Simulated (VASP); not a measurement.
# Al3Si2N3 in VASP: notebook

The runs below take Al3Si2N3 through single point, relaxation of cell and atoms, with PBE.

Program: VASP 6.6.1. These are calculated values, not measurements. Logs are shortened: lines on timing, memory, paths and dates and some standing lists are left out, and cuts for length are marked.

## 1. The cell of the first run

Symmetry: P3m1, No. 156, trigonal system. The conventional cell has a = 3.228 Å, b = 3.228 Å, c = 11.167 Å, α = 90.00°, β = 90.00°, γ = 120.00°. Within 2.5 Å of Al (site symmetry 3m) lie 4 N at 1.90 to 1.95 Å. Within 2.6 Å of Al (site symmetry 3m) lie 3 N at 1.96 Å and 1 Si at 2.50 Å. Al (site symmetry 3m) has 4 N at 1.90 to 1.96 Å within 2.5 Å. Within 3.0 Å of Si (site symmetry 3m) lie 3 Si at 2.26 Å and 1 Al at 2.50 Å. Within 2.4 Å of Si (site symmetry 3m) lie 1 N at 1.84 Å and 3 Si at 2.26 Å. Within 2.4 Å of N (site symmetry 3m) lie 1 Si at 1.84 Å and 3 Al at 1.95 Å. N (site symmetry 3m) has 4 Al at 1.90 to 1.96 Å within 2.5 Å. N (site symmetry 3m) has 4 Al at 1.90 to 1.96 Å within 2.5 Å.

## 2. Single point, PBE

Input file INCAR:

```
SYSTEM = Al3Si2N3
  PREC = Accurate
  ENCUT = 520
  EDIFF = 1E-6
  ISMEAR = 0
  SIGMA = 0.2
  LREAL = .FALSE.
  LASPH = .TRUE.
  NELM = 60
  ALGO = Normal
  ISIF = 2
  LWAVE = .FALSE.
  LCHARG = .FALSE.
  GGA = PE
  NBANDS = 26
```

Input file KPOINTS:

```
Automatic mesh
0
G
  6 6 2
  0 0 0
```

Input file POSCAR:

```
Al3Si2N3
1.0
    3.2280840906      0.0000000000      0.0000000000
   -1.6140420453      2.7956028280      0.0000000000
    0.0000000000      0.0000000000     11.1674326501
Al Si N
3 2 3
Direct
    0.3333333333      0.6666666667      0.5141273243
    0.3333333333      0.6666666667     -0.0395119705
    0.6666666667      0.3333333333      0.7373667767
    0.3333333333      0.6666666667      0.1843039090
    0.6666666667      0.3333333333      0.2985835018
    0.6666666667      0.3333333333      0.4634881497
    0.6666666667      0.3333333333      0.9075824788
    0.3333333333      0.6666666667      0.6840598302
```

Potentials or basis: VASP PAW PBE potentials, release 64 (Al, Si, N).

Launch:

```
$ cat potpaw_PBE.64/Al/POTCAR potpaw_PBE.64/Si/POTCAR potpaw_PBE.64/N/POTCAR > POTCAR
$ mpirun -np 1 vasp_std > vasp.out
```

OUTCAR:

```text
SYSTEM = Al3Si2N3
   PREC = Accurate
   ENCUT = 520
   EDIFF = 1E-6
   ISMEAR = 0
   LREAL = .FALSE.
   LASPH = .TRUE.
   NELM = 60
   ISIF = 2
   GGA = PE

 ion  position               nearest neighbor table
   1  0.333  0.667  0.514-   8 1.90   6 1.95   6 1.95   6 1.95   5 3.04   5 3.04   5 3.04   3 3.11
                             3 3.11   3 3.11
   2  0.333  0.667  0.960-   7 1.96   7 1.96   7 1.96   4 2.50   3 3.11   3 3.11   3 3.11
   3  0.667  0.333  0.737-   7 1.90   8 1.96   8 1.96   8 1.96   2 3.11   2 3.11   2 3.11   1 3.11
                             1 3.11   1 3.11
   4  0.333  0.667  0.184-   5 2.26   5 2.26   5 2.26   2 2.50
   5  0.667  0.333  0.299-   6 1.84   4 2.26   4 2.26   4 2.26   1 3.04   1 3.04   1 3.04
   6  0.667  0.333  0.463-   5 1.84   1 1.95   1 1.95   1 1.95
   7  0.667  0.333  0.908-   3 1.90   2 1.96   2 1.96   2 1.96
   8  0.333  0.667  0.684-   1 1.90   3 1.96   3 1.96   3 1.96

  LATTYP: Found a hexagonal cell.
 ALAT       =     3.2280840906
 C/A-ratio  =     3.4594615062

  Lattice vectors:

 A1 = (   3.2280840906,   0.0000000000,   0.0000000000)
 A2 = (  -1.6140420453,   2.7956028280,   0.0000000000)
 A3 = (   0.0000000000,   0.0000000000,  11.1674326501)

Analysis of symmetry for initial positions (statically):
=====================================================================
 Subroutine PRICEL returns:
 Original cell was already a primitive cell.

 Routine SETGRP: Setting up the symmetry group for a
 hexagonal supercell.

 Subroutine GETGRP returns: Found  6 space group operations
 (whereof  6 operations were pure point group operations)
 out of a pool of 24 trial point group operations.

The static configuration has the point symmetry C_3v.

Analysis of symmetry for dynamics (positions and initial velocities):
=====================================================================
 Subroutine PRICEL returns:
 Original cell was already a primitive cell.

 Routine SETGRP: Setting up the symmetry group for a
 hexagonal supercell.

 Subroutine GETGRP returns: Found  6 space group operations
 (whereof  6 operations were pure point group operations)
 out of a pool of 24 trial point group operations.

The dynamic configuration has the point symmetry C_3v.

 Subroutine INISYM returns: Found  6 space group operations
 (whereof  6 operations are pure point group operations),
 and found     1 'primitive' translations

----------------------------------------------------------------------------------------

                                     Primitive cell

  volume of cell :     100.7798

  direct lattice vectors                    reciprocal lattice vectors
     3.228084091  0.000000000  0.000000000     0.309781273  0.178852302  0.000000000
    -1.614042045  2.795602828  0.000000000     0.000000000  0.357704603  0.000000000
     0.000000000  0.000000000 11.167432650     0.000000000  0.000000000  0.089546096

  length of vectors
     3.228084091  3.228084091 11.167432650     0.357704603  0.357704603  0.089546096

  position of ions in fractional coordinates (direct lattice)
     0.333333333  0.666666667  0.514127324
     0.333333333  0.666666667  0.960488029
     0.666666667  0.333333333  0.737366777
     0.333333333  0.666666667  0.184303909
     0.666666667  0.333333333  0.298583502
     0.666666667  0.333333333  0.463488150
     0.666666667  0.333333333  0.907582479
     0.333333333  0.666666667  0.684059830

  ion indices of the primitive-cell ions
   primitive index   ion index
                 1           1
                 2           2
                 3           3
                 4           4
                 5           5
                 6           6
                 7           7
                 8           8

----------------------------------------------------------------------------------------

 KPOINTS: Automatic mesh

Automatic generation of k-mesh.
 Grid dimensions read from file:
 generate k-points for:    6    6    2

 Generating k-lattice:

  Cartesian coordinates                     Fractional coordinates (reciprocal lattice)
     0.051630212  0.029808717  0.000000000     0.166666667 -0.000000000  0.000000000
     0.000000000  0.059617434  0.000000000     0.000000000  0.166666667  0.000000000
     0.000000000  0.000000000  0.044773048     0.000000000  0.000000000  0.500000000

  Length of vectors
     0.059617434  0.059617434  0.044773048

  Shift w.r.t. Gamma in fractional coordinates (k-lattice)
     0.000000000  0.000000000  0.000000000

 Subroutine IBZKPT returns following result:
 ===========================================

 Found     14 irreducible k-points:

 Following reciprocal coordinates:
            Coordinates               Weight
  0.000000  0.000000  0.000000      1.000000
  0.166667  0.000000  0.000000      6.000000
  0.333333  0.000000  0.000000      6.000000
  0.500000  0.000000  0.000000      3.000000
  0.166667  0.166667  0.000000      6.000000
  0.333333  0.166667  0.000000     12.000000
  0.333333  0.333333  0.000000      2.000000
  0.000000  0.000000  0.500000      1.000000
  0.166667  0.000000  0.500000      6.000000
  0.333333  0.000000  0.500000      6.000000
  0.500000  0.000000  0.500000      3.000000
  0.166667  0.166667  0.500000      6.000000
  0.333333  0.166667  0.500000     12.000000
  0.333333  0.333333  0.500000      2.000000
   k-points           NKPTS =     14   k-points in BZ     NKDIM =     14   number of bands    NBANDS=     26
   number of dos      NEDOS =    301   number of ions     NIONS =      8
   total plane-waves  NPLWV =  48384
   dimension x,y,z NGX =    24 NGY =   24 NGZ =   84
   dimension x,y,z NGXF=    48 NGYF=   48 NGZF=  168
   ions per type =               3   2   3
   NGX,Y,Z   is equivalent  to a cutoff of  12.36, 12.36, 12.50 a.u.
   NGXF,Y,Z  is equivalent  to a cutoff of  24.72, 24.72, 25.01 a.u.
 SYSTEM =  Al3Si2N3
   PREC   = accura    normal or accurate (medium, high low for compatibility)
   ISTART =      0    job   : 0-new  1-cont  2-samecut
   ICHARG =      2    charge: 1-file 2-atom 10-const
   ISPIN  =      1    spin polarized calculation?
   LNONCOLLINEAR =      F non collinear calculations
   LSORBIT =      F    spin-orbit coupling
   LASPH  =      T    aspherical Exc in radial PAW
   ENCUT  =  520.0 eV  38.22 Ry    6.18 a.u.   6.00  6.00 20.76*2*pi/ulx,y,z
   NELM   =     60;   NELMIN=  2; NELMDL= -5     # of ELM steps
   EDIFF  = 0.1E-05   stopping-criterion for ELM
   LREAL  =      F    real-space projection
   EDIFFG = 0.1E-04   stopping-criterion for IOM
   NSW    =      0    number of steps for IOM
   IBRION =     -1    ionic relax: 0-MD 1-quasi-New 2-CG
   NFREE  =      0    steps in history (QN), initial steepest desc. (CG)
   ISIF   =      2    stress and relaxation
   ISYM   =      2    0-nonsym 1-usesym 2-fastsym
   POTIM  = 0.5000    time-step for ionic-motion
   TEBEG  =    0.0;   TEEND  =   0.0 temperature during run
   PSTRESS=    0.0 pullay stress
   NELECT =      32.0000    total number of electrons
   NUPDOWN=      -1.0000    fix difference up-down
   EMIN   =  10.00;   EMAX   =-10.00  energy-range for DOS
   EFERMI =   0.00;   METHOD = LEGACY
   ISMEAR =     0;   SIGMA  =   0.20  broadening in eV -4-tet -1-fermi 0-gaus
   EFERMI_NEDOS =   21; number of points for ismear=-14 and -15
   IALGO  =     38    algorithm
   IMIX   =      4    mixing-type and parameters
     AMIX     =   0.40;   BMIX     =  1.00
     AMIX_MAG =   1.60;   BMIX_MAG =  1.00
  volume/ion in A,a.u.               =      12.60        85.01
  Fermi-wavevector in a.u.,A,eV,Ry     =   1.116864  2.110567 16.971704  1.247385
  Thomas-Fermi vector in A             =   2.253482
   LORBIT       =      0    0 simple, 1 ext, 2 COOP (PROOUT), +10 PAW based schemes
   GGA     = PE    functional components
   LHFCALC =     F    Hartree Fock is set to
   AEXX    =    0.0000 exact exchange contribution
   IVDW    =     0    specifies the selected vdW correction
   LEPSILON=     F    determine dielectric tensor
   LRPA    =     F    only Hartree local field effects (RPA)
 non-spin polarized calculation
 Gauss-broadening in eV      SIGMA  =   0.20
  energy-cutoff  :      520.00
  volume of cell :      100.78
 maximum number of plane-waves:      2772
   NGX = 13   NGY = 13   NGZ = 41

 number of electron      32.0000006 magnetization

 Free energy of the ion-electron system (eV)
  ---------------------------------------------------
  ext. energy  EPLUGINS =         0.00000000
  ---------------------------------------------------
  free energy    TOTEN  =       -53.21139314 eV

  energy without entropy =      -53.17206257  energy(sigma->0) =      -53.19172786

 E-fermi :   9.0408     XC(G=0): -10.5129

 val. band max:        8.9755396927   @ k =   0.3333   0.3333   0.0000
 cond. band min:       9.0870166602   @ k =   0.1667   0.0000   0.0000
 fundamental gap:      0.1114769676
 Fermi energy:         9.0408213120

 k-point     1 :       0.0000    0.0000    0.0000
  band No.  band energies     occupation
      1      -9.7149      2.00000
      2      -8.7305      2.00000
      3      -7.7792      2.00000
      4      -4.2426      2.00000
      5      -0.5347      2.00000
      6       1.7485      2.00000
[... 18 lines left out ...]
     25      15.4872      0.00000
     26      15.7993      0.00000

 k-point     2 :       0.1667    0.0000    0.0000
  band No.  band energies     occupation
      1      -9.4430      2.00000
      2      -8.4698      2.00000
      3      -7.5753      2.00000
      4      -3.7840      2.00000
      5      -0.1716      2.00000
      6       1.7741      2.00000
[... 18 lines left out ...]
     25      14.6953      0.00000
[... 318 lines left out ...]
     25      14.6262      0.00000
     26      15.0230      0.00000

 k-point    14 :       0.3333    0.3333    0.5000
  band No.  band energies     occupation
      1      -8.2019      2.00000
      2      -7.2413      2.00000
      3      -6.8662      2.00000
      4      -0.0751      2.00000
      5       0.0760      2.00000
      6       0.6844      2.00000
[... 18 lines left out ...]
     25      15.3777      0.00000
     26      15.4068      0.00000

------------------------ aborting loop because EDIFF is reached ----------------------------------------

  FORCE on cell =-STRESS in cart. coord.  units (eV):
  Direction    XX          YY          ZZ          XY          YZ          ZX
  --------------------------------------------------------------------------------------
  -------------------------------------------------------------------------------------
  Total       -0.2692769     -0.2692769      0.0341686      0.0000000     -0.0000000     -0.0000000
  in kB       -4.2809092     -4.2809092      0.5432053      0.0000000     -0.0000000     -0.0000000
  external PRESSURE =      -2.6728710 kB  Pullay stress =       0.0000000 kB

 VOLUME and BASIS-vectors are now :
 -----------------------------------------------------------------------------
  energy-cutoff  :      520.00
  volume of cell :      100.78
      direct lattice vectors                 reciprocal lattice vectors
     3.228084091  0.000000000  0.000000000     0.309781273  0.178852302  0.000000000
    -1.614042045  2.795602828  0.000000000     0.000000000  0.357704603  0.000000000
     0.000000000  0.000000000 11.167432650     0.000000000  0.000000000  0.089546096

 POSITION                                       TOTAL-FORCE (eV/Angst)
 -----------------------------------------------------------------------------------
     -0.00000      1.86374      5.74148        -0.000000     -0.000000      0.015777
     -0.00000      1.86374     10.72619        -0.000000      0.000000      0.014585
      1.61404      0.93187      8.23449         0.000000      0.000000      0.002417
     -0.00000      1.86374      2.05820        -0.000000     -0.000000     -0.041584
      1.61404      0.93187      3.33441        -0.000000     -0.000000      0.048709
      1.61404      0.93187      5.17597        -0.000000     -0.000000     -0.017995
      1.61404      0.93187     10.13537         0.000000     -0.000000     -0.017461
     -0.00000      1.86374      7.63919         0.000000      0.000000     -0.004448
 -----------------------------------------------------------------------------------
    total drift:                                0.000000      0.000000     -0.001228

  FREE ENERGIE OF THE ION-ELECTRON SYSTEM (eV)
  ---------------------------------------------------
  free  energy   TOTEN  =       -53.2113931423 eV

  energy  without entropy=      -53.1720625718  energy(sigma->0) =      -53.19172786
```

It took 20 s on 1 thread of Intel Xeon 6975P-C (Granite Rapids), shared host; peak memory 0.2 GiB.

What came out:

```yaml
Free_energy: -53.2114 eV
Pressure: -0.3 GPa
Largest_force: 0.049 eV/Å
Band_gap_on_the_k_mesh: zero (bands 16 and 17 overlap by 1.98 eV)
```

Forces in eV/Å, atoms in the order of the input:
```
Al   0.000  0.000  0.016
Al   0.000  0.000  0.015
Al   0.000  0.000  0.002
Si   0.000  0.000 -0.042
Si   0.000  0.000  0.049
N    0.000  0.000 -0.018
N    0.000  0.000 -0.017
N    0.000  0.000 -0.004
```

Stress tensor (GPa, compression positive):
```
-0.43  0.00  0.00
 0.00 -0.43  0.00
 0.00  0.00  0.05
```

Levels at points of the mesh, in eV from the Fermi level:
```tsv
k point	band 14	band 15	band 16	band 17	band 18	band 19
(0.00, 0.00, 0.00)	-3.65	-1.04	1.41	1.41	1.48	1.93
(0.50, 0.00, 0.00)	-4.56	-3.65	-1.23	-0.49	0.67	1.31
(0.00, 0.00, 0.50)	-3.91	-0.32	0.79	1.41	1.41	1.91
(0.50, 0.00, 0.50)	-4.56	-3.59	-1.23	-0.57	0.45	1.53
```

Caveat: the k points lie up to 0.37 Å⁻¹ apart, too coarse for converged energies and pressures of a metal.

[end of part 1 of 2]
